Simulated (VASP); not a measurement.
# MgO (Fm-3m) in VASP: single point with r2SCAN

Aim: the single point of MgO with r2SCAN.

Everything below comes from runs of VASP 6.6.1. Logs are shortened: lines on timing, memory, paths and dates and some standing lists are left out, and cuts for length are marked.

## 1. The cell of the first run

It takes space group Fm-3m (No. 225, cubic). The conventional cell has a = 4.232 Å, b = 4.232 Å, c = 4.232 Å, α = 90.00°, β = 90.00°, γ = 90.00°. Mg (site symmetry m-3m) has 6 O at 2.12 Å within 2.8 Å. O (site symmetry m-3m) has 6 Mg at 2.12 Å within 2.8 Å.

## 2. Single point, r2SCAN

Input file POSCAR:

```
MgO
1.0
    0.0000000000      2.1159000000      2.1159000000
    2.1159000000      0.0000000000      2.1159000000
    2.1159000000      2.1159000000      0.0000000000
Mg O
1 1
Direct
    0.0000000000      0.0000000000      0.0000000000
    0.5000000000      0.5000000000      0.5000000000
```

Input file INCAR.step1:

```
SYSTEM = MgO
ALGO     = Normal         ! electronic algorithm
EDIFF    = 1E-5           ! SCF threshold, eV
ENCUT    = 920            ! plane-wave cutoff, eV
GGA      = PE             ! functional
GGA_COMPAT= .FALSE.      
ISMEAR   = -1             ! smearing method
LASPH    = .TRUE.         ! aspherical terms in the spheres
LCHARG   = .FALSE.        ! write CHGCAR
LREAL    = .FALSE.        ! projectors in reciprocal space
LWAVE    = .TRUE.         ! write WAVECAR
NBANDS   = 15             ! bands
NELM     = 120            ! most SCF steps
PREC     = Accurate       ! precision mode
SIGMA    = 0.02           ! smearing width, eV
```

Input file INCAR.step2:

```
SYSTEM = MgO
ALGO     = Normal         ! electronic algorithm
EDIFF    = 1E-6           ! SCF threshold, eV
ENCUT    = 920            ! plane-wave cutoff, eV
GGA_COMPAT= .FALSE.      
ISIF     = 2              ! what is computed and relaxed
ISMEAR   = -1             ! smearing method
ISTART   = 1            
LASPH    = .TRUE.         ! aspherical terms in the spheres
LCHARG   = .TRUE.         ! write CHGCAR
LELF     = .TRUE.         ! ELF
LMIXTAU  = .TRUE.       
LREAL    = .FALSE.        ! projectors in reciprocal space
LVHAR    = .TRUE.       
LWAVE    = .FALSE.        ! write WAVECAR
METAGGA  = R2SCAN         ! meta-GGA
NBANDS   = 15             ! bands
NELM     = 120            ! most SCF steps
PREC     = Accurate       ! precision mode
SIGMA    = 0.02           ! smearing width, eV
```

Input file KPOINTS:

```
k-points
0
G
  8 8 8
  0 0 0
```

Potentials or basis: VASP PAW PBE potentials, release 64 (Mg_sv, O).

Started as:

```
> cat potpaw_PBE.64/Mg_sv/POTCAR potpaw_PBE.64/O/POTCAR > POTCAR
> cp INCAR.step1 INCAR
> mpirun -np 1 vasp_std > vasp.out
> cp INCAR.step2 INCAR
> mpirun -np 1 vasp_std > vasp.out
```

OUTCAR:

```text
SYSTEM = MgO
   EDIFF = 1E-6
   ENCUT = 920
   ISIF = 2
   ISMEAR = -1
   ISTART = 1
   LASPH = .TRUE.
   LREAL = .FALSE.
   METAGGA = R2SCAN
   NELM = 120
   PREC = Accurate

 ion  position               nearest neighbor table
   1  0.000  0.000  0.000-   2 2.12   2 2.12   2 2.12   2 2.12   2 2.12   2 2.12
   2  0.500  0.500  0.500-   1 2.12   1 2.12   1 2.12   1 2.12   1 2.12   1 2.12

  LATTYP: Found a face centered cubic cell.
 ALAT       =     4.2318000000

  Lattice vectors:

 A1 = (   0.0000000000,   2.1159000000,   2.1159000000)
 A2 = (   2.1159000000,   0.0000000000,   2.1159000000)
 A3 = (   2.1159000000,   2.1159000000,   0.0000000000)

Analysis of symmetry for initial positions (statically):
=====================================================================
 Subroutine PRICEL returns:
 Original cell was already a primitive cell.

 Routine SETGRP: Setting up the symmetry group for a
 face centered cubic supercell.

 Subroutine GETGRP returns: Found 48 space group operations
 (whereof 48 operations were pure point group operations)
 out of a pool of 48 trial point group operations.

The static configuration has the point symmetry O_h .

Analysis of symmetry for dynamics (positions and initial velocities):
=====================================================================
 Subroutine PRICEL returns:
 Original cell was already a primitive cell.

 Routine SETGRP: Setting up the symmetry group for a
 face centered cubic supercell.

 Subroutine GETGRP returns: Found 48 space group operations
 (whereof 48 operations were pure point group operations)
 out of a pool of 48 trial point group operations.

The dynamic configuration has the point symmetry O_h .

 Subroutine INISYM returns: Found 48 space group operations
 (whereof 48 operations are pure point group operations),
 and found     1 'primitive' translations

----------------------------------------------------------------------------------------

                                     Primitive cell

  volume of cell :      18.9459

  direct lattice vectors                    reciprocal lattice vectors
     0.000000000  2.115900000  2.115900000    -0.236306064  0.236306064  0.236306064
     2.115900000  0.000000000  2.115900000     0.236306064 -0.236306064  0.236306064
     2.115900000  2.115900000  0.000000000     0.236306064  0.236306064 -0.236306064

  length of vectors
     2.992334477  2.992334477  2.992334477     0.409294108  0.409294108  0.409294108

  position of ions in fractional coordinates (direct lattice)
[... 90 lines left out ...]
   NELECT =      16.0000    total number of electrons
   NUPDOWN=      -1.0000    fix difference up-down
   EMIN   =  10.00;   EMAX   =-10.00  energy-range for DOS
   EFERMI =   0.00;   METHOD = LEGACY
   ISMEAR =    -1;   SIGMA  =   0.02  broadening in eV -4-tet -1-fermi 0-gaus
   EFERMI_NEDOS =   21; number of points for ismear=-14 and -15
   IALGO  =     38    algorithm
   IMIX   =      4    mixing-type and parameters
     AMIX     =   0.40;   BMIX     =  1.00
     AMIX_MAG =   1.60;   BMIX_MAG =  1.00
  volume/ion in A,a.u.               =       9.47        63.93
  Fermi-wavevector in a.u.,A,eV,Ry     =   1.547425  2.924210 32.579491  2.394525
  Thomas-Fermi vector in A             =   2.652520
   LORBIT       =      0    0 simple, 1 ext, 2 COOP (PROOUT), +10 PAW based schemes
   METAGGA = R2SCAN    functional components
   LHFCALC =     F    Hartree Fock is set to
   AEXX    =    0.0000 exact exchange contribution
   IVDW    =     0    specifies the selected vdW correction
   LEPSILON=     F    determine dielectric tensor
   LRPA    =     F    only Hartree local field effects (RPA)
 non-spin polarized calculation
  energy-cutoff  :      920.00
  volume of cell :       18.95
 maximum number of plane-waves:      1243
 NGX is ok and might be reduce to    30
   NGX = 15   NGY = 15   NGZ = 15

 number of electron      15.9999995 magnetization

 Free energy of the ion-electron system (eV)
  ---------------------------------------------------
  ext. energy  EPLUGINS =         0.00000000
  ---------------------------------------------------
  free energy    TOTEN  =       -16.15274039 eV

  energy without entropy =      -16.15274039  energy(sigma->0) =      -16.15274039

 E-fermi :   2.8632     XC(G=0): -11.9637

 val. band max:        2.4082133686   @ k =   0.0000   0.0000   0.0000
 cond. band min:       7.9135399294   @ k =   0.0000   0.0000   0.0000
 fundamental gap:      5.5053265608
 Fermi energy:         2.8632204760

 k-point     1 :       0.0000    0.0000    0.0000
  band No.  band energies     occupation
      1     -72.6166      2.00000
      2     -37.7041      2.00000
      3     -37.7041      2.00000
      4     -37.7041      2.00000
      5     -15.7087      2.00000
      6       2.4082      2.00000
      7       2.4082      2.00000
      8       2.4082      2.00000
      9       7.9135      0.00000
     10      19.1869      0.00000
     11      19.1869      0.00000
     12      19.1869      0.00000
     13      23.2515      0.00000
     14      25.0712      0.00000
[... 401 lines left out ...]
      2     -37.7712      2.00000
      3     -37.7312      2.00000
      4     -37.7185      2.00000
      5     -14.3389      2.00000
      6      -1.5180      2.00000
      7       0.5066      2.00000
      8       1.4226      2.00000
      9      12.9548      0.00000
     10      15.6303      0.00000
     11      16.9878      0.00000
     12      20.4262      0.00000
     13      24.0551      0.00000
     14      25.7789      0.00000
     15      30.0066      0.00000

 [... further k-points ...]

------------------------ aborting loop because EDIFF is reached ----------------------------------------

  FORCE on cell =-STRESS in cart. coord.  units (eV):
  Direction    XX          YY          ZZ          XY          YZ          ZX
  --------------------------------------------------------------------------------------
  -------------------------------------------------------------------------------------
  Total       -0.3098985     -0.3098985     -0.3098985     -0.0000000      0.0000000     -0.0000000
  in kB      -26.2068400    -26.2068400    -26.2068400     -0.0000000      0.0000000     -0.0000000
  external PRESSURE =     -26.2068400 kB  Pullay stress =       0.0000000 kB

 VOLUME and BASIS-vectors are now :
 -----------------------------------------------------------------------------
  energy-cutoff  :      920.00
  volume of cell :       18.95
      direct lattice vectors                 reciprocal lattice vectors
     0.000000000  2.115900000  2.115900000    -0.236306064  0.236306064  0.236306064
     2.115900000  0.000000000  2.115900000     0.236306064 -0.236306064  0.236306064
     2.115900000  2.115900000  0.000000000     0.236306064  0.236306064 -0.236306064

 POSITION                                       TOTAL-FORCE (eV/Angst)
 -----------------------------------------------------------------------------------
      0.00000      0.00000      0.00000         0.000000      0.000000      0.000000
      2.11590      2.11590      2.11590        -0.000000     -0.000000     -0.000000
 -----------------------------------------------------------------------------------
    total drift:                                0.000000      0.000000      0.000000

  FREE ENERGIE OF THE ION-ELECTRON SYSTEM (eV)
  ---------------------------------------------------
  free  energy   TOTEN  =       -16.1527403903 eV

  energy  without entropy=      -16.1527403903  energy(sigma->0) =      -16.15274039
```

OUTCAR.step1:

```text
SYSTEM = MgO
   EDIFF = 1E-5
   ENCUT = 920
   GGA = PE
   ISMEAR = -1
   LASPH = .TRUE.
   LREAL = .FALSE.
[... 652 lines left out ...]
      0.00000      0.00000      0.00000         0.000000      0.000000      0.000000
      2.11590      2.11590      2.11590         0.000000     -0.000000     -0.000000
 -----------------------------------------------------------------------------------
    total drift:                                0.000000      0.000000      0.000000

  FREE ENERGIE OF THE ION-ELECTRON SYSTEM (eV)
  ---------------------------------------------------
  free  energy   TOTEN  =       -11.8803797729 eV

  energy  without entropy=      -11.8803797728  energy(sigma->0) =      -11.88037977
```

OSZICAR.step1:

```text
N       E                     dE             d eps       ncg     rms          rms(c)
DAV:   1     0.170918856924E+03    0.17092E+03   -0.14332E+04   870   0.190E+03
DAV:   2    -0.741070924419E+01   -0.17833E+03   -0.16843E+03   989   0.458E+02
DAV:   3    -0.133963402238E+02   -0.59856E+01   -0.59596E+01  1167   0.812E+01
DAV:   4    -0.134810288971E+02   -0.84689E-01   -0.84684E-01   954   0.970E+00
DAV:   5    -0.134825546144E+02   -0.15257E-02   -0.15257E-02  1143   0.112E+00    0.862E+00
DAV:   6    -0.119046674066E+02    0.15779E+01   -0.25966E+00   933   0.148E+01    0.286E+00
DAV:   7    -0.118914886529E+02    0.13179E-01   -0.13410E-01  1045   0.346E+00    0.173E+00
DAV:   8    -0.118813065356E+02    0.10182E-01   -0.38667E-02  1052   0.226E+00    0.335E-01
DAV:   9    -0.118801866686E+02    0.11199E-02   -0.35920E-03  1003   0.553E-01    0.100E-01
DAV:  10    -0.118803896742E+02   -0.20301E-03   -0.28801E-04  1073   0.186E-01    0.489E-02
DAV:  11    -0.118803797729E+02    0.99013E-05   -0.25907E-05  1045   0.514E-02
   1 F= -.11880380E+02 E0= -.11880380E+02  d E =-.606254E-11
```

Run time: 58 s. Hardware: 1 thread of AMD EPYC 7R13 (Zen 3), shared host; peak memory 0.15 GiB.

What came out:

* Free energy: -16.1527 eV
* Pressure: -2.6 GPa
* Band gap on the k mesh: 5.51 eV

Caveat: the PAW data sets were made with another functional, which shifts forces and pressure a little.
